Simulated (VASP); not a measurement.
MnSnO4: single point with PBE

Crystal: MnSnO4.

```
CELL_PARAMETERS angstrom
4.05900 0.00000 0.00000
0.00000 4.05900 0.00000
0.00000 0.00000 6.54949
ATOMIC_POSITIONS crystal
Mn 0.00000 0.00000 0.00000
Sn 0.50000 0.50000 0.50000
O 0.00000 0.00000 0.68700
O 0.50000 0.00000 0.00000
O 0.00000 0.50000 0.00000
O 0.00000 0.00000 0.31300
```

| Item | Value |
| --- | --- |
| Program | VASP 6.6.1 |
| Task | single point |
| Functional | PBE |
| Potentials or basis | VASP PAW PBE potentials, release 64 (Mn_pv, Sn_d, O) |
| Cutoff | 520 eV |
| k mesh | 4 × 4 × 4 |
| Occupations | gaussian, width 0.1 eV |
| Spin | collinear spin, ferromagnetic start |
| Starting moments | [4.0, 0.0, 0.0, 0.0, 0.0, 0.0] μB |
| Dipole correction | no |
| Further INCAR settings | ALGO = Normal; EDIFF = 1e-06; NBANDS = 38 |

The pressure is -18.9 GPa. The largest force is 1.139 eV/Å and the band gap on the k mesh is zero (filled and empty bands overlap). The net moment is 1.00 μB per cell. The site moments are Mn +3.04; Sn +0.07; O -0.44, -0.53 (each value once) μB and the valence electrons inside the program's atomic spheres are Mn 11.27; Sn 11.70; O 4.76, 4.81 (each value once).

Forces in eV/Å, atoms in the order of the input:
```
Mn   0.000  0.000  0.000
Sn   0.000  0.000  0.000
O    0.000  0.000  1.139
O    0.000  0.000  0.000
O    0.000  0.000  0.000
O    0.000  0.000 -1.139
```

Stress tensor (GPa, compression positive):
```
-20.80   0.00   0.00
  0.00 -20.80   0.00
  0.00   0.00 -15.02
```

Levels at points of the mesh, in eV from the Fermi level:
Spin up:
| k point | band 22 | band 23 | band 24 | band 25 | band 26 | band 27 | band 28 | band 29 | band 30 | band 31 |
| --- | --- | --- | --- | --- | --- | --- | --- | --- | --- | --- |
| (0.00, 0.00, 0.00) | -0.95 | -0.95 | -0.41 | -0.26 | -0.26 | 0.12 | 0.12 | 0.34 | 0.60 | 2.36 |
| (0.50, 0.00, 0.00) | -0.63 | -0.59 | -0.28 | -0.24 | 0.15 | 0.26 | 0.39 | 0.40 | 1.02 | 2.55 |
| (0.50, 0.50, 0.00) | -0.20 | -0.20 | -0.07 | -0.03 | 0.42 | 0.42 | 0.47 | 1.85 | 2.32 | 3.04 |
| (0.00, 0.00, 0.50) | -0.65 | -0.65 | -0.42 | -0.33 | -0.26 | -0.26 | -0.16 | -0.16 | 1.47 | 1.57 |
| (0.50, 0.00, 0.50) | -0.89 | -0.60 | -0.34 | -0.13 | 0.09 | 0.12 | 0.26 | 0.33 | 1.81 | 2.91 |
| (0.50, 0.50, 0.50) | -1.49 | -0.72 | -0.72 | -0.17 | 0.30 | 0.30 | 0.47 | 2.67 | 2.88 | 3.05 |
Spin down:
| k point | band 23 | band 24 | band 25 | band 26 | band 27 | band 28 |
| --- | --- | --- | --- | --- | --- | --- |
| (0.00, 0.00, 0.00) | -1.17 | -1.17 | -0.61 | 1.01 | 1.46 | 1.67 |
| (0.50, 0.00, 0.00) | -0.84 | -0.78 | -0.66 | 1.23 | 1.67 | 1.92 |
| (0.50, 0.50, 0.00) | -0.64 | -0.64 | -0.53 | 2.13 | 2.13 | 2.26 |
| (0.00, 0.00, 0.50) | -1.17 | -0.86 | -0.86 | 1.01 | 1.46 | 1.48 |
| (0.50, 0.00, 0.50) | -1.35 | -0.83 | -0.54 | 1.56 | 1.68 | 1.92 |
| (0.50, 0.50, 0.50) | -1.34 | -1.34 | -0.53 | 1.82 | 1.82 | 2.20 |

It took 5 min on 1 thread of Intel(R) Xeon(R) Platinum 8488C (Sapphire Rapids), with other jobs on the host, peak memory 0.3 GiB.

Caveat: the k points lie up to 0.39 Å⁻¹ apart, too coarse for converged energies and pressures of a metal; spin-orbit coupling is left out, which moves the levels of the heavy elements; a cell with one magnetic atom can't hold antiferromagnetic order, which such compounds often take; semilocal functionals often make such compounds metallic where correlation or magnetic order opens a gap, which also shifts bond lengths; forces of over 1 eV/Å act on the atoms, so gaps and moduli don't describe the material at rest. With open d or f shells a metallic result of PBE can be an artefact of self-interaction; +U or a hybrid may open a gap.
